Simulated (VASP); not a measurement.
A run of VASP 6.6.1 is set up as follows.

File INCAR:

```
SYSTEM = ZrB
PREC = Accurate
ENCUT = 520
EDIFF = 1E-7
ISMEAR = 0
SIGMA = 0.15
LREAL = .False.
LASPH = .True.
NELM = 60
ALGO = Normal
ISIF = 2
LWAVE = .False.
LCHARG = .True.
GGA = PE
LELF = .True.
LVHAR = .True.
NBANDS = 14
```

KPOINTS

```
regular mesh
0
Gamma
  18 18 18
  0 0 0
```

POSCAR

```
ZrB
1.0
    0.0523125000      2.3250000000      2.3250000000
    2.3773125000      0.0000000000      2.3773125000
    2.3250000000      2.3250000000      0.0523125000
Zr B
1 1
Direct
    0.0000000000      0.0000000000      0.0000000000
    0.5000000000      0.5000000000      0.5000000000
```

Potentials or basis: VASP PAW PBE potentials, release 64 (Zr_sv, B).

Command:

```console
$ cat potpaw_PBE.64/Zr_sv/POTCAR potpaw_PBE.64/B/POTCAR > POTCAR
$ mpirun -np 1 vasp_std > vasp.out
```

(1) What does it give for the band gap on the k mesh?

(2) Estimate the pressure.

## Answers

(1) zero (an odd number of electrons rules out a gap without spin polarisation).

(2) 35.1 GPa.

Caveat: the cell differs from its parent crystal (strain +0.0450 x Voigt [0, 0, 0, 0, 1, 0]); the cell stands under pressure.
